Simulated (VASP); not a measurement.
A run of VASP 6.6.1:

INCAR

```
SYSTEM = MnO2
ALGO = Normal
EDIFF = 1E-6
ENCUT = 520
GGA = PS
ISIF = 2
ISMEAR = -1
ISPIN = 2
LASPH = .TRUE.
LCHARG = .TRUE.
LELF = .TRUE.
LMAXMIX = 4
LORBIT = 11
LREAL = .FALSE.
LVHAR = .TRUE.
LWAVE = .FALSE.
MAGMOM = 4 -2 0 0 0 0
NBANDS = 38
NELM = 150
PREC = Accurate
SIGMA = 0.05
```

Contents of KPOINTS:

```
k-points
0
G
  6 6 9
  0 0 0
```

Contents of POSCAR:

```
MnO2
1.0
    4.4004184607      0.0000000000      0.0000000000
    0.0000000000      4.4004184607      0.0000000000
    0.0000000000      0.0000000000      2.8670779400
Mn O
2 4
Direct
    0.5000000000      0.5000000000      0.5000000000
    0.0000000000      0.0000000000      0.0000000000
    0.8049161500      0.1950838500      0.5000000000
    0.6950838500      0.6950838500      0.0000000000
    0.1950838500      0.8049161500      0.5000000000
    0.3049161500      0.3049161500      0.0000000000
```

Potentials or basis: VASP PAW PBE potentials, release 64 (Mn_pv, O).

Run with:

```console
$ cat potpaw_PBE.64/Mn_pv/POTCAR potpaw_PBE.64/O/POTCAR > POTCAR
$ mpirun -np 1 vasp_std > vasp.out
```

Hardware: 1 thread of Intel(R) Xeon(R) 6975P-C (Granite Rapids) (shared host).

Question: How long does it take, and how much memory?

Answer: It took 2 min on 1 thread of Intel(R) Xeon(R) 6975P-C (Granite Rapids) (shared host), peak memory 0.32 GiB. Counts: scf iterations 18, k points 65.
